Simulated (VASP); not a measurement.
Here is a VASP 6.6.1 calculation.

Contents of INCAR:

```
SYSTEM = NbRu
  PREC = Accurate
  ENCUT = 520
  EDIFF = 1E-8
  ISMEAR = -1
  SIGMA = 0.03
  LREAL = .False.
  LASPH = .True.
  NELM = 100
  ALGO = Normal
  ISIF = 2
  LWAVE = .False.
  LCHARG = .False.
  GGA = PS
  LEFG = .True.
  NBANDS = 20
```

File KPOINTS:

```
Automatic mesh
0
Gamma
  11 11 11
  0 0 0
```

POSCAR

```
NbRu
1.0
    3.1840000000      0.0318400000      0.0318400000
    0.0318400000      3.1840000000      0.0318400000
    0.0318400000      0.0318400000      3.1840000000
Nb Ru
1 1
Direct
    0.0000000000      0.0000000000      0.0000000000
    0.5000000000      0.5000000000      0.5000000000
```

Potentials or basis: VASP PAW PBE potentials, release 64 (Nb_sv, Ru_pv).

The run is started by

```sh
$ cat potpaw_PBE.64/Nb_sv/POTCAR potpaw_PBE.64/Ru_pv/POTCAR > POTCAR
$ mpirun -np 1 vasp_std > vasp.out
```

(1) What does it give for the pressure?

Results:

(1) -10.0 GPa.

Caveat: the cell differs from its parent crystal (equal xy, yz and zx shear strains of +2 %); without QUAD_EFG the Cq values of the log hold for a quadrupole moment of 1 mb, not for the nuclei; the PAW data sets were made with another functional, which shifts forces and pressure a little.
